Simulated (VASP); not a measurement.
# Si2W (P6_222) in VASP: further runs

Si2W is run at these levels: LDA+U, PBE; tasks: single point.

Program: VASP 6.6.1. These are calculated values, not measurements. Logs are shortened: lines on timing, memory, paths and dates and some standing lists are left out, and cuts for length are marked.

### 1 The cell of the first run

Symmetry: P6_222, No. 180, hexagonal system. The conventional cell has a = 4.617 Å, b = 4.617 Å, c = 6.653 Å, α = 90.00°, β = 90.00°, γ = 120.00°. Within 3.4 Å of W (site symmetry 222) lie 10 Si at 2.59 to 2.69 Å and 4 W at 3.20 Å. Si (site symmetry 2) has 9 Si at 2.57 to 3.23 Å and 5 W at 2.59 to 2.69 Å within 3.4 Å.

### 2 Single point, LDA+U

File INCAR:

```
PREC = Accurate
ENCUT = 520
EDIFF = 1E-6
ISMEAR = -1
SIGMA = 0.05
LREAL = False
LASPH = True
NELM = 150
ALGO = Normal
ISIF = 2
LWAVE = False
LCHARG = False
LMAXMIX = 4
LDAU = True
LDAUTYPE = 2
LDAUL = 2 -1
LDAUU = 6 0
LDAUJ = 0 0
LDAUPRINT = 1
NBANDS = 43
```

File KPOINTS:

```
Automatic mesh
0
Gamma
  5 5 3
```

File POSCAR:

```
Si2W
1.0
    4.6168523821      0.0000000000      0.0000000000
   -2.3084261911      3.9983114484      0.0000000000
    0.0000000000      0.0000000000      6.6532220000
W Si
3 6
Direct
    0.5000000000      0.0000000000      0.5000000000
    0.5000000000      0.5000000000      0.8333333333
    0.0000000000      0.5000000000      0.1666666667
    0.3272520000      0.1636260000      0.1666666667
    0.8363740000      0.1636260000      0.8333333333
    0.1636260000      0.3272520000      0.5000000000
    0.6727480000      0.8363740000      0.1666666667
    0.1636260000      0.8363740000      0.8333333333
    0.8363740000      0.6727480000      0.5000000000
```

Potentials or basis: VASP PAW LDA potentials, release 64 (W_sv, Si).

Command:

```sh
> cat potpaw_LDA.64/W_sv/POTCAR potpaw_LDA.64/Si/POTCAR > POTCAR
> mpirun -np 1 vasp_std > vasp.out
```

OUTCAR:

```text
PREC = Accurate
   ENCUT = 520
   EDIFF = 1E-6
   ISMEAR = -1
   LREAL = False
   LASPH = True
   NELM = 150
   ISIF = 2

 ion  position               nearest neighbor table
   1  0.500  0.000  0.500-   5 2.59   8 2.59   7 2.59   4 2.59   6 2.65   9 2.65   9 2.65   6 2.65
                             6 2.69   9 2.69   3 3.20   3 3.20   2 3.20   2 3.20
   2  0.500  0.500  0.833-   6 2.59   9 2.59   7 2.59   4 2.59   8 2.65   5 2.65   8 2.65   5 2.65
                             8 2.69   5 2.69   1 3.20   1 3.20   3 3.20   3 3.20
   3  0.000  0.500  0.167-   6 2.59   9 2.59   8 2.59   5 2.59   4 2.65   7 2.65   7 2.65   4 2.65
                             7 2.69   4 2.69   1 3.20   1 3.20   2 3.20   2 3.20
   4  0.327  0.164  0.167-   6 2.57   8 2.57   1 2.59   2 2.59   7 2.62   3 2.65   3 2.65   3 2.69
                             7 2.69   7 2.69
   5  0.836  0.164  0.833-   6 2.57   7 2.57   1 2.59   3 2.59   8 2.62   2 2.65   2 2.65   2 2.69
                             8 2.69   8 2.69
   6  0.164  0.327  0.500-   5 2.57   4 2.57   2 2.59   3 2.59   9 2.62   1 2.65   1 2.65   1 2.69
                             9 2.69   9 2.69
   7  0.673  0.836  0.167-   9 2.57   5 2.57   1 2.59   2 2.59   4 2.62   3 2.65   3 2.65   3 2.69
                             4 2.69   4 2.69
   8  0.164  0.836  0.833-   9 2.57   4 2.57   1 2.59   3 2.59   5 2.62   2 2.65   2 2.65   2 2.69
                             5 2.69   5 2.69
   9  0.836  0.673  0.500-   8 2.57   7 2.57   2 2.59   3 2.59   6 2.62   1 2.65   1 2.65   1 2.69
                             6 2.69   6 2.69

  LATTYP: Found a hexagonal cell.
 ALAT       =     4.6168523821
 C/A-ratio  =     1.4410731488

  Lattice vectors:

 A1 = (   4.6168523821,   0.0000000000,   0.0000000000)
 A2 = (  -2.3084261911,   3.9983114484,   0.0000000000)
 A3 = (   0.0000000000,   0.0000000000,   6.6532220000)

Analysis of symmetry for initial positions (statically):
=====================================================================
 Subroutine PRICEL returns:
 Original cell was already a primitive cell.

 Routine SETGRP: Setting up the symmetry group for a
 hexagonal supercell.

 Subroutine GETGRP returns: Found 12 space group operations
 (whereof  4 operations were pure point group operations)
 out of a pool of 24 trial point group operations.

The static configuration has the point symmetry D_2 .
 The point group associated with its full space group is D_6 .

Analysis of symmetry for dynamics (positions and initial velocities):
=====================================================================
 Subroutine PRICEL returns:
 Original cell was already a primitive cell.

 Routine SETGRP: Setting up the symmetry group for a
 hexagonal supercell.

 Subroutine GETGRP returns: Found 12 space group operations
 (whereof  4 operations were pure point group operations)
 out of a pool of 24 trial point group operations.

The dynamic configuration has the point symmetry D_2 .
 The point group associated with its full space group is D_6 .

 Subroutine INISYM returns: Found 12 space group operations
 (whereof  4 operations are pure point group operations),
 and found     1 'primitive' translations

----------------------------------------------------------------------------------------

                                     Primitive cell

  volume of cell :     122.8159

  direct lattice vectors                    reciprocal lattice vectors
     4.616852382  0.000000000  0.000000000     0.216597785  0.125052790  0.000000000
    -2.308426191  3.998311448  0.000000000     0.000000000  0.250105579  0.000000000
     0.000000000  0.000000000  6.653222000     0.000000000  0.000000000  0.150303116

[... 67 lines left out ...]
   dimension x,y,z NGX =    36 NGY =   36 NGZ =   50
   dimension x,y,z NGXF=    72 NGYF=   72 NGZF=  100
   ions per type =               3   6
   NGX,Y,Z   is equivalent  to a cutoff of  12.96, 12.96, 12.49 a.u.
   NGXF,Y,Z  is equivalent  to a cutoff of  25.93, 25.93, 24.99 a.u.
 SYSTEM =  unknown system
   PREC   = accura    normal or accurate (medium, high low for compatibility)
   ISTART =      0    job   : 0-new  1-cont  2-samecut
   ICHARG =      2    charge: 1-file 2-atom 10-const
   ISPIN  =      1    spin polarized calculation?
   LNONCOLLINEAR =      F non collinear calculations
   LSORBIT =      F    spin-orbit coupling
   LASPH  =      T    aspherical Exc in radial PAW
   ENCUT  =  520.0 eV  38.22 Ry    6.18 a.u.   8.58  8.58 12.37*2*pi/ulx,y,z
   NELM   =    150;   NELMIN=  2; NELMDL= -5     # of ELM steps
   EDIFF  = 0.1E-05   stopping-criterion for ELM
   LREAL  =      F    real-space projection
   EDIFFG = 0.1E-04   stopping-criterion for IOM
   NSW    =      0    number of steps for IOM
   IBRION =     -1    ionic relax: 0-MD 1-quasi-New 2-CG
   NFREE  =      0    steps in history (QN), initial steepest desc. (CG)
   ISIF   =      2    stress and relaxation
   ISYM   =      2    0-nonsym 1-usesym 2-fastsym
   POTIM  = 0.5000    time-step for ionic-motion
   TEBEG  =    0.0;   TEEND  =   0.0 temperature during run
   PSTRESS=    0.0 pullay stress
   NELECT =      66.0000    total number of electrons
   NUPDOWN=      -1.0000    fix difference up-down
   EMIN   =  10.00;   EMAX   =-10.00  energy-range for DOS
   EFERMI =   0.00;   METHOD = LEGACY
   ISMEAR =    -1;   SIGMA  =   0.05  broadening in eV -4-tet -1-fermi 0-gaus
   EFERMI_NEDOS =   21; number of points for ismear=-14 and -15
   IALGO  =     38    algorithm
   IMIX   =      4    mixing-type and parameters
     AMIX     =   0.40;   BMIX     =  1.00
     AMIX_MAG =   1.60;   BMIX_MAG =  1.00
  volume/ion in A,a.u.               =      13.65        92.09
  Fermi-wavevector in a.u.,A,eV,Ry     =   1.330979  2.515186 24.102797  1.771506
  Thomas-Fermi vector in A             =   2.460025
   LORBIT       =      0    0 simple, 1 ext, 2 COOP (PROOUT), +10 PAW based schemes
 LDA+U is selected, type is set to LDAUTYPE =  2
   angular momentum for each species LDAUL =     2   -1
   U (eV)           for each species LDAUU =   6.0  0.0
   J (eV)           for each species LDAUJ =   0.0  0.0
   GGA     = CA    functional components
   LHFCALC =     F    Hartree Fock is set to
   AEXX    =    0.0000 exact exchange contribution
   IVDW    =     0    specifies the selected vdW correction
   LEPSILON=     F    determine dielectric tensor
   LRPA    =     F    only Hartree local field effects (RPA)
 non-spin polarized calculation
  energy-cutoff  :      520.00
  volume of cell :      122.82
 maximum number of plane-waves:      3343
 NGX is ok and might be reduce to    36
   NGX = 17   NGY = 17   NGZ = 25

atom =   1  type =  1  l = 2

 onsite density matrix

spin component  1
[... 83 lines left out ...]
  o =  0.2621  v =  0.0000  0.5000  0.0000  0.8660  0.0000  0.0000  0.0000  0.0000  0.0000  0.0000      0.0000  0.0000  0.0000  0.0000  0.0000  0.0000  0.0000  0.0000  0.0000  0.0000
  o =  0.2621  v =  0.0000  0.0000  0.0000  0.0000  0.0000  0.0000  0.5000  0.0000  0.8660  0.0000      0.0000  0.0000  0.0000  0.0000  0.0000  0.0000  0.0000  0.0000  0.0000  0.0000
  o =  0.3145  v =  0.7709  0.0000  0.4557 -0.0000  0.4451  0.0000  0.0000  0.0000  0.0000  0.0000      0.0000  0.0000  0.0000  0.0000  0.0000  0.0000  0.0000  0.0000  0.0000  0.0000
  o =  0.3145  v =  0.0000  0.0000  0.0000  0.0000  0.0000  0.7709  0.0000  0.4557 -0.0000  0.4451      0.0000  0.0000  0.0000  0.0000  0.0000  0.0000  0.0000  0.0000  0.0000  0.0000
  o =  0.3707  v =  0.0000  0.0000  0.0000  0.0000  0.0000  0.5000 -0.0000 -0.0000  0.0000 -0.8660      0.0000  0.0000  0.0000  0.0000  0.0000  0.0000  0.0000  0.0000  0.0000  0.0000
  o =  0.3707  v =  0.5000 -0.0000 -0.0000  0.0000 -0.8660  0.0000  0.0000  0.0000  0.0000  0.0000      0.0000  0.0000  0.0000  0.0000  0.0000  0.0000  0.0000  0.0000  0.0000  0.0000
  o =  0.3821  v =  0.0000  0.0000  0.0000  0.0000  0.0000 -0.0000 -0.8660 -0.0000  0.5000  0.0000      0.0000  0.0000  0.0000  0.0000  0.0000  0.0000  0.0000  0.0000  0.0000  0.0000
  o =  0.3821  v = -0.0000 -0.8660 -0.0000  0.5000  0.0000  0.0000  0.0000  0.0000  0.0000  0.0000      0.0000  0.0000  0.0000  0.0000  0.0000  0.0000  0.0000  0.0000  0.0000  0.0000
  o =  0.4492  v =  0.3947  0.0000 -0.8901 -0.0000  0.2279  0.0000  0.0000  0.0000  0.0000  0.0000      0.0000  0.0000  0.0000  0.0000  0.0000  0.0000  0.0000  0.0000  0.0000  0.0000
  o =  0.4492  v =  0.0000  0.0000  0.0000  0.0000  0.0000  0.3947  0.0000 -0.8901 -0.0000  0.2279      0.0000  0.0000  0.0000  0.0000  0.0000  0.0000  0.0000  0.0000  0.0000  0.0000

 number of electron      66.0000007 magnetization

 Free energy of the ion-electron system (eV)
  ---------------------------------------------------
  ext. energy  EPLUGINS =         0.00000000
  ---------------------------------------------------
  free energy    TOTEN  =       -60.80232970 eV

  energy without entropy =      -60.80194363  energy(sigma->0) =      -60.80213667

 E-fermi :  12.3322     XC(G=0): -12.5981

 val. band max:       12.0821543949   @ k =   0.0000   0.0000   0.3333
 cond. band min:      12.6156764310   @ k =   0.2000   0.2000   0.0000
 fundamental gap:      0.5335220361
 Fermi energy:        12.3321926959

 k-point     1 :       0.0000    0.0000    0.0000
  band No.  band energies     occupation
      1     -62.1341      2.00000
      2     -62.1221      2.00000
      3     -62.1221      2.00000
      4     -26.7182      2.00000
      5     -26.6992      2.00000
      6     -26.6992      2.00000
[... 449 lines left out ...]
     42      15.1961      0.00000
     43      15.8135      0.00000

------------------------ aborting loop because EDIFF is reached ----------------------------------------

  FORCE on cell =-STRESS in cart. coord.  units (eV):
  Direction    XX          YY          ZZ          XY          YZ          ZX
  --------------------------------------------------------------------------------------
  -------------------------------------------------------------------------------------
  Total       -2.2059473     -2.2059473     -3.0106685      0.0000000     -0.0000000      0.0000000
  in kB      -28.7773692    -28.7773692    -39.2752449      0.0000000     -0.0000000      0.0000000
  external PRESSURE =     -32.2766611 kB  Pullay stress =       0.0000000 kB

 VOLUME and BASIS-vectors are now :
 -----------------------------------------------------------------------------
  energy-cutoff  :      520.00
  volume of cell :      122.82
      direct lattice vectors                 reciprocal lattice vectors
     4.616852382  0.000000000  0.000000000     0.216597785  0.125052790  0.000000000
    -2.308426191  3.998311448  0.000000000     0.000000000  0.250105579  0.000000000
     0.000000000  0.000000000  6.653222000     0.000000000  0.000000000  0.150303116

 POSITION                                       TOTAL-FORCE (eV/Angst)
 -----------------------------------------------------------------------------------
      2.30843      0.00000      3.32661         0.000000      0.000000      0.000000
      1.15421      1.99916      5.54435         0.000000      0.000000     -0.000000
     -1.15421      1.99916      1.10887         0.000000      0.000000     -0.000000
      1.13316      0.65423      1.10887        -0.049094     -0.028344     -0.000000
      3.48370      0.65423      5.54435         0.049094     -0.028344      0.000000
     -0.00000      1.30846      3.32661         0.000000     -0.056689      0.000000
      1.17527      3.34408      1.10887         0.049094      0.028344      0.000000
     -1.17527      3.34408      5.54435        -0.049094      0.028344     -0.000000
      2.30843      2.68986      3.32661        -0.000000      0.056689      0.000000
 -----------------------------------------------------------------------------------
    total drift:                               -0.000000     -0.000000      0.000000

  FREE ENERGIE OF THE ION-ELECTRON SYSTEM (eV)
  ---------------------------------------------------
  free  energy   TOTEN  =       -60.8023296952 eV

  energy  without entropy=      -60.8019436348  energy(sigma->0) =      -60.80213667
```

It took 97 s on 1 thread of Intel Xeon Platinum 8259CL at 2.50GHz (Skylake/Cascade Lake), shared host; peak memory 0.21 GiB.

Results:

| Quantity | Value |
| --- | --- |
| Free energy | -60.8023 eV |
| Pressure | -3.2 GPa |
| Largest force | 0.057 eV/Å |
| Band gap on the k mesh | 0.53 eV, indirect (least direct gap 1.18 eV) |

Forces in eV/Å, atoms in the order of the input:
```
W    0.000  0.000  0.000
W    0.000  0.000  0.000
W    0.000  0.000  0.000
Si  -0.049 -0.028  0.000
Si   0.049 -0.028  0.000
Si   0.000 -0.057  0.000
Si   0.049  0.028  0.000
Si  -0.049  0.028  0.000
Si   0.000  0.057  0.000
```

Stress tensor (GPa, compression positive):
```
-2.88  0.00  0.00
 0.00 -2.88  0.00
 0.00  0.00 -3.93
```

Levels at points of the mesh, in eV from the valence-band top:
| k point | band 29 | band 30 | band 31 | band 32 | band 33 | band 34 | band 35 | band 36 | band 37 | band 38 |
| --- | --- | --- | --- | --- | --- | --- | --- | --- | --- | --- |
| (0.00, 0.00, 0.00) | -2.82 | -2.82 | -2.59 | -2.29 | -0.72 | 2.50 | 2.50 | 2.63 | 2.86 | 3.06 |

Eigenvalues of the final occupation matrices:
```
    site  spin  trace               eigenvalues
site 1 d     1   1.78  0.26 0.31 0.37 0.38 0.45
site 1 d     2   1.78  0.26 0.31 0.37 0.38 0.45
site 2 d     1   1.78  0.26 0.31 0.37 0.38 0.45
site 2 d     2   1.78  0.26 0.31 0.37 0.38 0.45
site 3 d     1   1.78  0.26 0.31 0.37 0.38 0.45
site 3 d     2   1.78  0.26 0.31 0.37 0.38 0.45
```

Caveat: spin-orbit coupling is left out, which moves the levels of the heavy elements; the U is typed as a test and isn't derived for this compound. A k mesh can miss the band edges.

[end of part 1 of 2]
